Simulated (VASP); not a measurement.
SrCl2:

```
Sr Cl
1.0
     0.00000    3.49772    3.49772
     3.49772    0.00000    3.49772
     3.49772    3.49772    0.00000
Sr Cl
1 2
Direct
  0.00000 0.00000 0.00000
  0.25000 0.25000 0.25000
  0.75000 0.75000 0.75000
```

Base run:

| Quantity | Value |
| --- | --- |
| Program | VASP 6.6.1 |
| Functional | PBE0 |
| Potentials or basis | VASP PAW PBE potentials, release 64 (Sr_sv, Cl) |
| Cutoff | 520 eV |
| k mesh | 4 × 4 × 4 |
| Occupations | gaussian, width 0.01 eV |
| Spin | no spin polarisation |

Its results: band gap on the k mesh 7.32 eV (least direct gap 7.58 eV); pressure 0.1 GPa.

Question: The run is repeated on the same cell with these changes: functional from PBE0 to PBE. What comes out?

Answer: Band gap on the k mesh 5.31 eV (least direct gap 5.51 eV); pressure 0.8 GPa.

Caveats: the structure was generated, so it needn't be the stable form of SrCl2; the PAW data sets were made with another functional, which shifts forces and pressure a little (at least some runs).

A k mesh can miss the band edges.
